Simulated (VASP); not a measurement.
# GaN (F-43m) in VASP: a series of runs

GaN is run at these levels: PBE+D3(BJ); tasks: single point, relaxation of cell and atoms.

All numbers are computed with VASP 6.6.1; they aren't measurements. Logs are shortened: lines on timing, memory, paths and dates and some standing lists are left out, and cuts for length are marked.

### 1 The cell of the first run

It takes space group F-43m (No. 216, cubic). Conventional cell: a = 4.507 Å, b = 4.507 Å, c = 4.507 Å, α = 90.00°, β = 90.00°, γ = 90.00°. Within 2.6 Å of Ga (site symmetry -43m) lie 4 N at 1.95 Å. Within 2.6 Å of N (site symmetry -43m) lie 4 Ga at 1.95 Å.

### 2 Single point, PBE+D3(BJ)

The input, INCAR:

```
SYSTEM = GaN
  PREC = Accurate
  ENCUT = 600
  EDIFF = 1E-6
  ISMEAR = 0
  SIGMA = 0.1
  LREAL = .FALSE.
  LASPH = .TRUE.
  NELM = 120
  ALGO = Normal
  ISIF = 2
  LWAVE = .FALSE.
  LCHARG = .FALSE.
  GGA = PE
  IVDW = 12
  NBANDS = 16
  GGA_COMPAT = .FALSE.
```

The input, KPOINTS:

```
regular mesh
0
G
  8 8 8
  0 0 0
```

The input, POSCAR:

```
GaN
1.0
    0.0000000000      2.2535006100      2.2535006100
    2.2535006100      0.0000000000      2.2535006100
    2.2535006100      2.2535006100      0.0000000000
Ga N
1 1
Direct
    0.0000000000      0.0000000000      0.0000000000
    0.2500000000      0.2500000000      0.2500000000
```

Potentials or basis: VASP PAW PBE potentials, release 64 (Ga_d, N).

On the command line:

```console
> cat potpaw_PBE.64/Ga_d/POTCAR potpaw_PBE.64/N/POTCAR > POTCAR
> mpirun -np 1 vasp_std > vasp.out
```

OUTCAR:

```text
SYSTEM = GaN
   PREC = Accurate
   ENCUT = 600
   EDIFF = 1E-6
   ISMEAR = 0
   LREAL = .FALSE.
   LASPH = .TRUE.
   NELM = 120
   ISIF = 2
   GGA = PE
   IVDW = 12
 IVDW          = 12

 ion  position               nearest neighbor table
   1  0.000  0.000  0.000-   2 1.95   2 1.95   2 1.95   2 1.95
   2  0.250  0.250  0.250-   1 1.95   1 1.95   1 1.95   1 1.95

  LATTYP: Found a face centered cubic cell.
 ALAT       =     4.5070012200

  Lattice vectors:

 A1 = (   0.0000000000,   2.2535006100,   2.2535006100)
 A2 = (   2.2535006100,   0.0000000000,   2.2535006100)
 A3 = (   2.2535006100,   2.2535006100,   0.0000000000)

Analysis of symmetry for initial positions (statically):
=====================================================================
 Subroutine PRICEL returns:
 Original cell was already a primitive cell.

 Routine SETGRP: Setting up the symmetry group for a
 face centered cubic supercell.

 Subroutine GETGRP returns: Found 24 space group operations
 (whereof 24 operations were pure point group operations)
 out of a pool of 48 trial point group operations.

The static configuration has the point symmetry T_d .

Analysis of symmetry for dynamics (positions and initial velocities):
=====================================================================
 Subroutine PRICEL returns:
 Original cell was already a primitive cell.

 Routine SETGRP: Setting up the symmetry group for a
 face centered cubic supercell.

 Subroutine GETGRP returns: Found 24 space group operations
 (whereof 24 operations were pure point group operations)
 out of a pool of 48 trial point group operations.

The dynamic configuration has the point symmetry T_d .

 Subroutine INISYM returns: Found 24 space group operations
 (whereof 24 operations are pure point group operations),
 and found     1 'primitive' translations

----------------------------------------------------------------------------------------

                                     Primitive cell

  volume of cell :      22.8877

  direct lattice vectors                    reciprocal lattice vectors
     0.000000000  2.253500610  2.253500610    -0.221877020  0.221877020  0.221877020
     2.253500610  0.000000000  2.253500610     0.221877020 -0.221877020  0.221877020
     2.253500610  2.253500610  0.000000000     0.221877020  0.221877020 -0.221877020

  length of vectors
     3.186931125  3.186931125  3.186931125     0.384302272  0.384302272  0.384302272

  position of ions in fractional coordinates (direct lattice)
     0.000000000  0.000000000  0.000000000
     0.250000000  0.250000000  0.250000000

  ion indices of the primitive-cell ions
   primitive index   ion index
                 1           1
                 2           2

----------------------------------------------------------------------------------------

 KPOINTS: regular mesh

Automatic generation of k-mesh.
 Grid dimensions read from file:
 generate k-points for:    8    8    8

 Generating k-lattice:

  Cartesian coordinates                     Fractional coordinates (reciprocal lattice)
    -0.027734628  0.027734628  0.027734628     0.125000000  0.000000000  0.000000000
     0.027734628 -0.027734628  0.027734628     0.000000000  0.125000000  0.000000000
     0.027734628  0.027734628 -0.027734628     0.000000000  0.000000000  0.125000000

  Length of vectors
     0.048037784  0.048037784  0.048037784

  Shift w.r.t. Gamma in fractional coordinates (k-lattice)
     0.000000000  0.000000000  0.000000000

 Subroutine IBZKPT returns following result:
 ===========================================

 Found     29 irreducible k-points:

 Following reciprocal coordinates:
            Coordinates               Weight
  0.000000  0.000000  0.000000      1.000000
  0.125000  0.000000  0.000000      8.000000
  0.250000  0.000000  0.000000      8.000000
  0.375000  0.000000  0.000000      8.000000
  0.500000  0.000000  0.000000      4.000000
  0.125000  0.125000  0.000000      6.000000
[... 16 lines left out ...]
  0.500000  0.250000  0.125000     48.000000
 -0.375000  0.250000  0.125000     24.000000
 [... further k-points ...]
   k-points           NKPTS =     29   k-points in BZ     NKDIM =     29   number of bands    NBANDS=     16
   number of dos      NEDOS =    301   number of ions     NIONS =      2
   total plane-waves  NPLWV =  21952
   dimension x,y,z NGX =    28 NGY =   28 NGZ =   28
   dimension x,y,z NGXF=    56 NGYF=   56 NGZF=   56
   ions per type =               1   1
   NGX,Y,Z   is equivalent  to a cutoff of  14.61, 14.61, 14.61 a.u.
   NGXF,Y,Z  is equivalent  to a cutoff of  29.21, 29.21, 29.21 a.u.
 SYSTEM =  GaN
   PREC   = accura    normal or accurate (medium, high low for compatibility)
   ISTART =      0    job   : 0-new  1-cont  2-samecut
   ICHARG =      2    charge: 1-file 2-atom 10-const
   ISPIN  =      1    spin polarized calculation?
   LNONCOLLINEAR =      F non collinear calculations
   LSORBIT =      F    spin-orbit coupling
   LASPH  =      T    aspherical Exc in radial PAW
   ENCUT  =  600.0 eV  44.10 Ry    6.64 a.u.   6.37  6.37  6.37*2*pi/ulx,y,z
   NELM   =    120;   NELMIN=  2; NELMDL= -5     # of ELM steps
   EDIFF  = 0.1E-05   stopping-criterion for ELM
   LREAL  =      F    real-space projection
[... 7 lines left out ...]
   TEBEG  =    0.0;   TEEND  =   0.0 temperature during run
   PSTRESS=    0.0 pullay stress
   NELECT =      18.0000    total number of electrons
   NUPDOWN=      -1.0000    fix difference up-down
   EMIN   =  10.00;   EMAX   =-10.00  energy-range for DOS
   EFERMI =   0.00;   METHOD = LEGACY
   ISMEAR =     0;   SIGMA  =   0.10  broadening in eV -4-tet -1-fermi 0-gaus
   EFERMI_NEDOS =   21; number of points for ismear=-14 and -15
   IALGO  =     38    algorithm
   IMIX   =      4    mixing-type and parameters
     AMIX     =   0.40;   BMIX     =  1.00
     AMIX_MAG =   1.60;   BMIX_MAG =  1.00
  volume/ion in A,a.u.               =      11.44        77.23
  Fermi-wavevector in a.u.,A,eV,Ry     =   1.511117  2.855596 31.068543  2.283473
  Thomas-Fermi vector in A             =   2.621216
   LORBIT       =      0    0 simple, 1 ext, 2 COOP (PROOUT), +10 PAW based schemes
   GGA     = PE    functional components
   LHFCALC =     F    Hartree Fock is set to
   AEXX    =    0.0000 exact exchange contribution
   IVDW    =    12    specifies the selected vdW correction
   LEPSILON=     F    determine dielectric tensor
   LRPA    =     F    only Hartree local field effects (RPA)
 non-spin polarized calculation
 Gauss-broadening in eV      SIGMA  =   0.10
  energy-cutoff  :      600.00
  volume of cell :       22.89
 maximum number of plane-waves:       778
 NGX is ok and might be reduce to    28
   NGX = 13   NGY = 13   NGZ = 13

 number of electron      18.0000005 magnetization

 Free energy of the ion-electron system (eV)
  ---------------------------------------------------
  ext. energy  EPLUGINS =         0.00000000
  ---------------------------------------------------
  free energy    TOTEN  =       -12.14419162 eV

  energy without entropy =      -12.14419162  energy(sigma->0) =      -12.14419162

 E-fermi :   5.7611     XC(G=0): -11.6669

 val. band max:        5.2817666773   @ k =   0.0000   0.0000   0.0000
 cond. band min:       7.0059707905   @ k =   0.0000   0.0000   0.0000
 fundamental gap:      1.7242041133
 Fermi energy:         5.7611162168

 k-point     1 :       0.0000    0.0000    0.0000
  band No.  band energies     occupation
      1     -10.6526      2.00000
      2      -8.1609      2.00000
      3      -8.1609      2.00000
      4      -8.1609      2.00000
      5      -7.8411      2.00000
      6      -7.8411      2.00000
[... 8 lines left out ...]
     15      24.1369      0.00000
     16      24.1369      0.00000

 k-point     2 :       0.1250    0.0000    0.0000
  band No.  band energies     occupation
      1     -10.4845      2.00000
      2      -8.1403      2.00000
      3      -8.1403      2.00000
      4      -8.0966      2.00000
      5      -7.8428      2.00000
      6      -7.8428      2.00000
[... 8 lines left out ...]
     15      22.5415      0.00000
     16      22.5721      0.00000

 k-point     3 :       0.2500    0.0000    0.0000
  band No.  band energies     occupation
      1     -10.1094      2.00000
      2      -8.0999      2.00000
      3      -8.0999      2.00000
      4      -7.8363      2.00000
      5      -7.8363      2.00000
      6      -7.7958      2.00000
[... 8 lines left out ...]
     15      22.1536      0.00000
     16      22.1536      0.00000

 k-point     4 :       0.3750    0.0000    0.0000
  band No.  band energies     occupation
      1      -9.8262      2.00000
      2      -8.0772      2.00000
      3      -8.0772      2.00000
      4      -7.8106      2.00000
      5      -7.8106      2.00000
      6      -7.1107      2.00000
[... 8 lines left out ...]
     15      23.5590      0.00000
     16      23.5590      0.00000

 k-point     5 :       0.5000    0.0000    0.0000
  band No.  band energies     occupation
      1      -9.7444      2.00000
      2      -8.0733      2.00000
      3      -8.0733      2.00000
      4      -7.7941      2.00000
      5      -7.7941      2.00000
      6      -6.5963      2.00000
[... 8 lines left out ...]
     15      24.9449      0.00000
     16      24.9449      0.00000

 k-point     6 :       0.1250    0.1250    0.0000
  band No.  band energies     occupation
      1     -10.4297      2.00000
      2      -8.1210      2.00000
      3      -8.1210      2.00000
      4      -8.1020      2.00000
      5      -7.8546      2.00000
      6      -7.8299      2.00000
[... 8 lines left out ...]
     15      24.9413      0.00000
     16      25.2243      0.00000

 k-point     7 :       0.2500    0.1250    0.0000
  band No.  band energies     occupation
      1     -10.1278      2.00000
      2      -8.0944      2.00000
      3      -8.0761      2.00000
      4      -7.9451      2.00000
      5      -7.8178      2.00000
      6      -7.7953      2.00000
[... 8 lines left out ...]
     15      24.1225      0.00000
     16      24.3671      0.00000

 k-point     8 :       0.3750    0.1250    0.0000
  band No.  band energies     occupation
      1      -9.8324      2.00000
      2      -8.0733      2.00000
      3      -8.0459      2.00000
      4      -7.8799      2.00000
      5      -7.7987      2.00000
      6      -7.2450      2.00000
[... 8 lines left out ...]
     15      23.4968      0.00000
     16      24.9275      0.00000

 k-point     9 :       0.5000    0.1250    0.0000
  band No.  band energies     occupation
      1      -9.7107      2.00000
      2      -8.0697      2.00000
      3      -8.0407      2.00000
      4      -7.8356      2.00000
      5      -7.7926      2.00000
      6      -6.5534      2.00000
[... 8 lines left out ...]
     15      23.9914      0.00000
     16      25.3145      0.00000
[... 172 lines left out ...]
 k-point    19 :       0.5000    0.3750    0.0000
  band No.  band energies     occupation
      1      -9.5891      2.00000
      2      -8.0545      2.00000
      3      -7.8942      2.00000
      4      -7.8843      2.00000
      5      -7.7753      2.00000
      6      -6.2675      2.00000
[... 8 lines left out ...]
     15      27.5972      0.00000
     16      28.5225      0.00000

 k-point    20 :      -0.3750    0.3750    0.0000
  band No.  band energies     occupation
      1      -9.5835      2.00000
      2      -8.0447      2.00000
      3      -7.9048      2.00000
      4      -7.9030      2.00000
      5      -7.8023      2.00000
      6      -6.0066      2.00000
[... 8 lines left out ...]
     15      25.8730      0.00000
     16      28.2309      0.00000

 k-point    21 :       0.5000    0.5000    0.0000
  band No.  band energies     occupation
      1      -9.5732      2.00000
      2      -8.0760      2.00000
      3      -7.8572      2.00000
      4      -7.8572      2.00000
      5      -7.7643      2.00000
      6      -6.1728      2.00000
[... 8 lines left out ...]
     15      27.0511      0.00000
     16      29.8970      0.00000

 k-point    22 :       0.3750    0.2500    0.1250
  band No.  band energies     occupation
      1      -9.8774      2.00000
      2      -8.0567      2.00000
      3      -8.0375      2.00000
      4      -7.9220      2.00000
      5      -7.8130      2.00000
      6      -7.4380      2.00000
[... 8 lines left out ...]
     15      24.4093      0.00000
     16      26.6186      0.00000

 k-point    23 :       0.5000    0.2500    0.1250
  band No.  band energies     occupation
      1      -9.6986      2.00000
      2      -8.0511      2.00000
      3      -8.0064      2.00000
      4      -7.8879      2.00000
      5      -7.8065      2.00000
      6      -6.7412      2.00000
[... 8 lines left out ...]
     15      24.4987      0.00000
     16      26.4183      0.00000

 k-point    24 :      -0.3750    0.2500    0.1250
  band No.  band energies     occupation
      1      -9.6459      2.00000
      2      -8.0566      2.00000
      3      -7.9947      2.00000
      4      -7.8610      2.00000
      5      -7.8082      2.00000
      6      -6.2860      2.00000
[... 8 lines left out ...]
     15      24.0837      0.00000
     16      26.3560      0.00000

 [... further k-points ...]

------------------------ aborting loop because EDIFF is reached ----------------------------------------

 Edisp (eV)   -0.50821

 E8    (eV) :    -0.2062

  FORCE on cell =-STRESS in cart. coord.  units (eV):
  Direction    XX          YY          ZZ          XY          YZ          ZX
  --------------------------------------------------------------------------------------
  -------------------------------------------------------------------------------------
  Total       0.17821     0.17821     0.17821     0.00000     0.00000     0.00000
  in kB      12.47494    12.47494    12.47494     0.00000     0.00000     0.00000
  external pressure =       12.47 kB  Pullay stress =        0.00 kB

 VOLUME and BASIS-vectors are now :
 -----------------------------------------------------------------------------
  energy-cutoff  :      600.00
  volume of cell :       22.89
      direct lattice vectors                 reciprocal lattice vectors
     0.000000000  2.253500610  2.253500610    -0.221877020  0.221877020  0.221877020
     2.253500610  0.000000000  2.253500610     0.221877020 -0.221877020  0.221877020
     2.253500610  2.253500610  0.000000000     0.221877020  0.221877020 -0.221877020

 POSITION                                       TOTAL-FORCE (eV/Angst)
 -----------------------------------------------------------------------------------
      0.00000      0.00000      0.00000         0.000000      0.000000      0.000000
      1.12675      1.12675      1.12675        -0.000000     -0.000000     -0.000000
 -----------------------------------------------------------------------------------
    total drift:                                0.000000      0.000000      0.000000

  FREE ENERGIE OF THE ION-ELECTRON SYSTEM (eV)
  ---------------------------------------------------
  free  energy   TOTEN  =       -12.6523988826 eV

  energy  without entropy=      -12.6523988826  energy(sigma->0) =      -12.65239888
```

It took 18 s on 1 thread of AMD EPYC 7R43 (Zen 3), shared host; peak memory 0.14 GiB.

Results:

```
Free energy                : -12.6524 eV
Pressure                   : 1.2 GPa
Band gap on the k mesh     : 1.72 eV
Dispersion energy per atom : -0.254 eV
```

(Continued in part 2 of 3.)
